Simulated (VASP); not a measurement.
ReP:

```
Re P
1.0
     0.00000    2.45798    2.45798
     2.45798    0.00000    2.45798
     2.45798    2.45798    0.00000
Re P
1 1
Cartesian
  2.4580 2.4580 2.4580
  0.0000 0.0000 0.0000
```

Base run:

```yaml
Program: VASP 6.6.1
Functional: r2SCAN
Potentials_or_basis: VASP PAW PBE potentials, release 64 (Re, P)
Cutoff: 520 eV
k_mesh: 12 × 12 × 12
Occupations: gaussian, width 0.05 eV
Spin: no spin polarisation
```

Its results: band gap on the k mesh zero (bands 6 and 7 overlap by 0.80 eV); pressure -2.3 GPa.

Q: The run is repeated on the same cell with these changes: functional from r2SCAN to PBEsol. What comes out?

A: Band gap on the k mesh zero (bands 6 and 7 overlap by 0.79 eV); pressure -5.3 GPa.

Caveats: the PAW data sets were made with another functional, which shifts forces and pressure a little; spin-orbit coupling is left out, which moves the levels of the heavy elements; the cell stands under tension (at least some runs).
